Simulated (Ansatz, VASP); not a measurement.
**Two plane-wave programs on Ca2Ge2N**

Contents of INCAR:

```
PREC = Accurate
ENCUT = 520
EDIFF = 1E-6
ISMEAR = 0
SIGMA = 0.1
LREAL = F
LASPH = T
NELM = 80
ALGO = Normal
ISIF = 2
LWAVE = F
LCHARG = T
GGA = PE
LELF = T
LVHAR = T
NBANDS = 34
```

KPOINTS

```
Automatic mesh
0
Gamma
  6 6 6
```

POSCAR

```
Ca2Ge2N
1.0
   -2.1815026800      2.1815026800      5.0569678200
    2.1815026800     -2.1815026800      5.0569678200
    2.1815026800      2.1815026800     -5.0569678200
Ca Ge N
2 2 1
Direct
    0.7500000000      0.2500000000      0.5000000000
    0.2500000000      0.7500000000      0.5000000000
    0.6309990300      0.6309990300      0.0000000000
    0.3690009700      0.3690009700      0.0000000000
    0.0000000000      0.0000000000      0.0000000000
```

Input for Ansatz:

```yaml
crystal:
  lattice:
    - [-2.18150268, 2.18150268, 5.05696782]
    - [2.18150268, -2.18150268, 5.05696782]
    - [2.18150268, 2.18150268, -5.05696782]
  atoms:
    - { symbol: Ca, position: [0.75, 0.25, 0.5] }
    - { symbol: Ca, position: [0.25, 0.75, 0.5] }
    - { symbol: Ge, position: [0.63099903, 0.63099903, 0.0] }
    - { symbol: Ge, position: [0.36900097, 0.36900097, 0.0] }
    - { symbol: "N", position: [0.0, 0.0, 0.0] }
basis:
  ecutwfc: 420
kpoints:
  mp_grid: { grid: [6, 6, 6] }
hamiltonian:
  xc: pbe
scf:
  occupations: { method: gaussian, width: 0.1 }
  lower_state_search: "off"
output:
  forces: true
  stress: true
  eigenvalues: true
```

Change from the starting cell: species swapped into the YGe2Ru2 type (I4/mmm, No. 139).

Alike in both runs: task single point; functional PBE; k mesh 6 × 6 × 6; occupations gaussian, width 0.1 eV; no spin polarisation.

|  | VASP | Ansatz |
| --- | --- | --- |
| version | VASP 6.6.1 | Ansatz 0.2.0 |
| potentials or method | VASP PAW PBE potentials, release 64 (Ca_sv, Ge_d, N), cutoff 520 eV | scalar-relativistic, plane waves, PAW |
| valence electrons in the cell | 53 | 53 |

```csv
,VASP,Ansatz,Ansatz less VASP
gap on the k mesh at the Fermi level (eV),none,none,-
pressure (GPa),25.3,25.0,-0.30
"traceless stress, the component that is largest in VASP (GPa)",-21.37,-21.28,+0.084
rms of the force components (eV/Å),2.539,2.523,-0.0165
```

Atom by atom the forces differ by 0.016 eV/Å (rms over components). A gap of «none» marks a metal or a gap that the smearing closes.
